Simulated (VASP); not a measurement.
Input of a VASP 6.6.1 run:

The input INCAR:

```
PREC     = Accurate       # precision mode
ENCUT    = 520            # plane-wave cutoff, eV
EDIFF    = 1E-6           # SCF threshold, eV
ISMEAR   = -1             # smearing method
SIGMA    = 0.05           # smearing width, eV
LREAL    = F              # projectors in reciprocal space
LASPH    = T              # aspherical terms in the spheres
NELM     = 100            # most SCF steps
ALGO     = Normal         # electronic algorithm
ISIF     = 2              # what is computed and relaxed
LWAVE    = F              # write WAVECAR
LCHARG   = F              # write CHGCAR
GGA      = CA             # functional
NBANDS   = 19             # bands
```

The input KPOINTS:

```
regular mesh
0
Gamma
  15 15 8
```

POSCAR

```
Ti
1.0
    2.3082655101      0.0000000000      0.0000000000
   -1.1541327551      1.9990165704      0.0000000000
    0.0000000000      0.0000000000      4.4684191269
Ti
2
Direct
    0.3333333333      0.6666666667      0.2500000000
    0.6666666667      0.3333333333      0.7500000000
```

Potentials or basis: VASP PAW LDA potentials, release 64 (Ti_sv).

Command:

```console
$ cat potpaw_LDA.64/Ti_sv/POTCAR > POTCAR
$ mpirun -np 1 vasp_std > vasp.out
```

(1) Estimate the band gap on the k mesh.

(2) Estimate the pressure.

## Answers

(1) zero (bands 12 and 13 overlap by 1.59 eV).

(2) 103.1 GPa.

Caveat: the cell stands under pressure.
